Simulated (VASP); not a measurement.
Hf, 1 atom in the cell. Symmetry: Im-3m, No. 229, cubic system. The conventional cell has a = 2.984 Å, b = 2.984 Å, c = 2.984 Å, α = 90.00°, β = 90.00°, γ = 90.00°. Within 3.4 Å of Hf (site symmetry m-3m) lie 14 Hf at 2.58 to 2.98 Å. 

- Program: VASP 6.6.1
- Task: single point
- Functional: PBEsol
- Dispersion: D3(BJ)
- Potentials or basis: VASP PAW PBE potentials, release 64 (Hf_pv)
- Cutoff: 500 eV
- k mesh: 18 × 18 × 18
- Occupations: gaussian, width 0.1 eV
- Spin: no spin polarisation
- Dipole correction: no
- Further INCAR settings: ALGO = Normal; EDIFF = 1e-06; NBANDS = 11

Potentials or basis: VASP PAW PBE potentials, release 64 (Hf_pv).

The run is started by

```console
$ cat potpaw_PBE.64/Hf_pv/POTCAR > POTCAR
$ mpirun -np 1 vasp_std > vasp.out
```

Hardware: 1 thread of Intel Xeon 6975P-C, on a shared host.

Q: How long does it take, and how much memory?

A: It took 13 s on 1 thread of Intel Xeon 6975P-C, on a shared host, peak memory 0.16 GiB. Counts: scf iterations 10, k points 195.
